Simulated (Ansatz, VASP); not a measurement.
## One calculation of NaCl, two programs

File INCAR:

```
PREC = Accurate ; ENCUT = 520
EDIFF = 1E-6 ; ISMEAR = -1
SIGMA = 0.02 ; LREAL = F
LASPH = T ; NELM = 60
ALGO = Normal ; ISIF = 2
LWAVE = F ; LCHARG = T
GGA = PE ; LELF = T
LVHAR = T ; NBANDS = 14
```

KPOINTS

```
Automatic mesh
0
Gamma
  8 8 8
```

The input POSCAR:

```
NaCl
1.0
    0.0000000000      3.2722004169      2.6721183771
    3.2722004169      0.0000000000      2.6721183771
    3.2722004169      3.2722004169      0.0000000000
Na Cl
1 1
Direct
    0.0000000000      0.0000000000      0.0000000000
    0.2500000000      0.2500000000      0.2500000000
```

Input for Ansatz:

```yaml
crystal:
  lattice:
    - [0.0, 3.2722004169, 2.6721183771]
    - [3.2722004169, 0.0, 2.6721183771]
    - [3.2722004169, 3.2722004169, 0.0]
  atoms:
    - { symbol: Na, position: [0.0, 0.0, 0.0] }
    - { symbol: Cl, position: [0.25, 0.25, 0.25] }
kpoints:
  mp_grid: { grid: [8, 8, 8] }
  band_path:
    path:
      - [0.0, 0.0, 0.0]
      - [-0.5, -0.5, 0.0]
      - [-0.375, -0.375, 0.25]
      - [-0.375, 0.0, 0.375]
      - [0.0, 0.0, 0.5]
      - [-0.5, -0.25, 0.25]
    npoints: 1
hamiltonian:
  xc: pbe
scf:
  occupations: { method: fermi_dirac, width: 0.02 }
  n_extra_bands: 4
output:
  forces: true
  stress: true
  eigenvalues: true
```

Change from the starting cell: epitaxial_xy strain +6.0%.

Alike in both runs: task single point; functional PBE; k mesh 8 × 8 × 8; occupations fermi-dirac, width 0.02 eV; no spin polarisation.

|  | VASP | Ansatz |
| --- | --- | --- |
| version | VASP 6.6.1 | Ansatz 0.2.0 |
| potentials or method | VASP PAW PBE potentials, release 64 (Na_pv, Cl) | plane waves, PAW |
| plane-wave cutoff (eV) | 520 | 420 |
| valence electrons in the cell | 14 | 16 |

|  | VASP | Ansatz | Ansatz less VASP |
| --- | --- | --- | --- |
| gap on the k mesh at the Fermi level (eV) | 4.85 | 4.85 | 0.000 |
| pressure (GPa) | 0.8 | 0.8 | +0.02 |
| traceless stress, the component that is largest in VASP (GPa) | -0.11 | -0.11 | +0.008 |

VASP's potentials hold 14 valence electrons a cell and Ansatz's 16, so a difference there can come from the potentials and not from the codes.
